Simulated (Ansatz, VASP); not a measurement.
# ZnS: VASP beside Ansatz

```
CELL_PARAMETERS angstrom
0.00000 2.72156 2.72156
2.72156 0.00000 2.72156
2.72156 2.72156 0.00000
ATOMIC_POSITIONS crystal
Zn 0.00000 0.00000 0.00000
S 0.69488 0.69488 0.80512
```

Alike in both runs: task single point; functional PBE; k mesh 8 × 8 × 8; occupations gaussian, width 0.05 eV; no spin polarisation.

```csv
,VASP,Ansatz
version,VASP 6.6.1,Ansatz 0.2.0
potentials or method,"VASP PAW PBE potentials, release 64 (Zn, S), cutoff 520 eV","scalar-relativistic, plane waves, PAW"
valence electrons in the cell,18,18
```

|  | VASP | Ansatz | Ansatz less VASP |
| --- | --- | --- | --- |
| gap on the k mesh at the Fermi level (eV) | 1.97 | 1.97 | -0.008 |
| least direct gap on the mesh (eV) | 1.97 | 1.97 | -0.008 |
| pressure (GPa) | 2.9 | 2.7 | -0.15 |
| traceless stress, the component that is largest in VASP (GPa) | -6.31 | -6.21 | +0.094 |
| rms of the force components (eV/Å) | 0.885 | 0.877 | -0.0074 |

Atom by atom the forces differ by 0.007 eV/Å (rms over components).
